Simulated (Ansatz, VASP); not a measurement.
**Two plane-wave programs on HfN**

```
CELL_PARAMETERS angstrom
0.00000 2.32677 2.25900
2.32677 0.00000 2.25900
2.32677 2.32677 0.00000
ATOMIC_POSITIONS crystal
Hf 0.00000 0.00000 0.00000
N 0.50000 0.50000 0.50000
```

Change from the starting cell: strain +0.0300 x Voigt [1, 1, 0, 0, 0, 0], atoms carried along.

Alike in both runs: task single point; functional PBE; k mesh 18 × 18 × 18; occupations gaussian, width 0.15 eV; no spin polarisation.

```csv
,VASP,Ansatz
version,VASP 6.6.1,Ansatz 0.2.0
potentials or method,"VASP PAW PBE potentials, release 64 (Hf_pv, N), cutoff 520 eV","scalar-relativistic, plane waves, PAW"
valence electrons in the cell,15,31
```

Ansatz gave:

| Quantity | Value |
| --- | --- |
| gap on the k mesh at the Fermi level (eV) | none |
| pressure (GPa) | -9.0 |
| traceless stress, the component that is largest in VASP (GPa) | 7.62 |

**Question.** Which values does VASP return?

**Answer.** gap on the k mesh at the Fermi level (eV): none; pressure (GPa): -11.2; traceless stress, the component that is largest in VASP (GPa): 7.48.

A gap of «none» marks a metal or a gap that the smearing closes. VASP's potentials hold 15 valence electrons a cell and Ansatz's 31, so a difference there can come from the potentials and not from the codes.

Spin-orbit coupling is off throughout.
